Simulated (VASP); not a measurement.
Runs of VASP 6.6.1 on Ga3Sb. The structure is that of space group I4/mmm (No. 139), or close to it. The cells are those of the table. 

```tsv
cell	further INCAR settings	gap on the mesh (eV)	pressure (GPa)
a = 5.255 Å, angles 134.1, 134.1, 67.0°, 4 atoms	ALGO = Fast; EDIFF = 1e-07; NBANDS = 30	none	4.8
a = 5.311 Å, angles 134.1, 134.1, 67.0°, 4 atoms	ALGO = Fast; EDIFF = 1e-06; NBANDS = 30	none	2.2
a = 5.365 Å, angles 134.1, 134.1, 67.0°, 4 atoms	ALGO = Fast; EDIFF = 1e-07; NBANDS = 30	none	(a)
a = 5.470 Å, angles 134.1, 134.1, 67.0°, 4 atoms	ALGO = Fast; EDIFF = 1e-06; NBANDS = 30	none	-3.2
a = 5.418 Å, angles 134.1, 134.1, 67.0°, 4 atoms	ALGO = Fast; EDIFF = 1e-07; NBANDS = 30	none	(b)
```

Alike in all rows: task single point; level PBEsol+D3(BJ); potentials or basis VASP PAW PBE potentials, release 64 (Ga_d, Sb); no spin polarisation; k mesh 14 × 14 × 14; cutoff (eV) 520; smearing gaussian 0.1 eV.

**Question.** Fill in the values left out.

**Answer.** (a) 0.1; (b) -1.7.

Caveats: the PAW data sets were made with another functional, which shifts forces and pressure a little; spin-orbit coupling is left out, which moves the levels of the heavy elements; the cell stands under pressure (at least some runs); the cell stands under tension (at least some runs).

A k mesh can miss the band edges, and the runs leave out spin-orbit coupling on Ga, Sb.

A gap of «none» marks levels without a gap at the run's occupations.
